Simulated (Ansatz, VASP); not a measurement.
Given: the input of a run of Ansatz 0.2.0 on CuI.

input.yaml

```yaml
crystal:
  lattice:
    - [0.0, 2.9905287613, 2.9905287613]
    - [2.9905287613, 0.0, 2.9905287613]
    - [2.9905287613, 2.9905287613, 0.0]
  atoms:
    - { symbol: I, position: [0.0, 0.0, 0.0] }
    - { symbol: Cu, position: [0.75, 0.75, 0.75] }
kpoints:
  mp_grid: { grid: [8, 8, 8] }
scf:
  occupations: { method: fermi_dirac, width: 0.05 }
hamiltonian:
  xc: pbesol
  pseudopotentials: { kind: all_electron, lapw: { basis_error: 0.001 } }
output:
  forces: true
  stress: true
  eigenvalues: true
```

Potentials or basis: all-electron LAPW, scalar-relativistic.

Launch:

```console
$ ansatz run input.yaml --threads 1 --pin off --max-ram 3072MiB --backend cpu --events-out ev --progress --plain --runs-dir out
```

Question: Translate it to VASP 6.6.1. Potentials there: VASP PAW PBE potentials, release 64 (I, Cu).

Answer: As run (the cutoff follows the program's own potentials):

Contents of INCAR:

```
SYSTEM = CuI
PREC     = Accurate       ! precision mode
ENCUT    = 520            ! plane-wave cutoff, eV
EDIFF    = 1E-7           ! SCF threshold, eV
ISMEAR   = -1             ! smearing method
SIGMA    = 0.05           ! smearing width, eV
LREAL    = .FALSE.        ! projectors in reciprocal space
LASPH    = .TRUE.         ! aspherical terms in the spheres
NELM     = 80             ! most SCF steps
ALGO     = Normal         ! electronic algorithm
ISIF     = 2              ! what is computed and relaxed
LWAVE    = .FALSE.        ! write WAVECAR
LCHARG   = .FALSE.        ! write CHGCAR
GGA      = PS             ! functional
NBANDS   = 16             ! bands
```

File KPOINTS:

```
Automatic mesh
0
G
  8 8 8
  0 0 0
```

The input POSCAR:

```
CuI
1.0
    0.0000000000      2.9905287613      2.9905287613
    2.9905287613      0.0000000000      2.9905287613
    2.9905287613      2.9905287613      0.0000000000
I Cu
1 1
Direct
    0.0000000000      0.0000000000      0.0000000000
    0.7500000000      0.7500000000      0.7500000000
```

Potentials or basis: VASP PAW PBE potentials, release 64 (I, Cu).

The run is started by

```console
$ cat potpaw_PBE.64/I/POTCAR potpaw_PBE.64/Cu/POTCAR > POTCAR
$ mpirun -np 1 vasp_std > vasp.out
```

Both were run:

|  | VASP | Ansatz | Ansatz less VASP |
| --- | --- | --- | --- |
| gap on the k mesh at the Fermi level (eV) | 1.14 | 1.12 | -0.022 |
| least direct gap on the mesh (eV) | 1.14 | 1.12 | -0.022 |
| pressure (GPa) | -0.9 | -1.0 | -0.09 |

VASP's potentials were made for PBE, not for PBEsol. Ansatz ran all-electron here, and VASP with PAW potentials.

Spin-orbit coupling is off throughout.
